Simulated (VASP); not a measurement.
AlN, 8 atoms in the cell. Symmetry: Pm, No. 6, monoclinic system. Conventional cell: a = 3.313 Å, b = 4.187 Å, c = 5.739 Å, α = 90.00°, β = 90.00°, γ = 90.00°. Al (site symmetry m) has 5 N at 1.80 to 2.17 Å within 2.4 Å. Within 2.5 Å of Al (site symmetry m) lie 5 N at 1.91 to 2.09 Å. Al (site symmetry m) has 5 N at 1.91 to 2.09 Å within 2.5 Å. Al (site symmetry m) has 5 N at 1.91 to 2.09 Å within 2.5 Å. N (site symmetry m) has 5 Al at 1.91 to 2.11 Å within 2.5 Å. N (site symmetry m) has 5 Al at 1.91 to 2.09 Å within 2.5 Å. N (site symmetry m) has 5 Al at 1.80 to 2.17 Å within 2.4 Å. N (site symmetry m) has 5 Al at 1.80 to 2.09 Å within 2.4 Å.  This cell differs from its parent crystal: atom 1 (Al) moved by +0.000 Å along [1 0 0] and -0.252 Å along [1 2 0].

* Program: VASP 6.6.1
* Task: single point
* Functional: PBE
* Potentials or basis: VASP PAW PBE potentials, release 64 (Al, N)
* Cutoff: 520 eV
* k mesh: 8 × 6 × 4
* Occupations: gaussian, width 0.05 eV
* Spin: no spin polarisation
* Dipole correction: no
* Further INCAR settings: ALGO = Normal; EDIFF = 1e-07; NBANDS = 26

Potentials or basis: VASP PAW PBE potentials, release 64 (Al, N).

The run is started by

```console
$ cat potpaw_PBE.64/Al/POTCAR potpaw_PBE.64/N/POTCAR > POTCAR
$ mpirun -np 1 vasp_std > vasp.out
```

Hardware: 1 thread of Intel Xeon 8259CL, on a shared host.

How long does it take, and how much memory?

Run time: 3.3 min on 1 thread of Intel Xeon 8259CL (shared host), peak memory 0.26 GiB. Counts: scf iterations 15, k points 72.
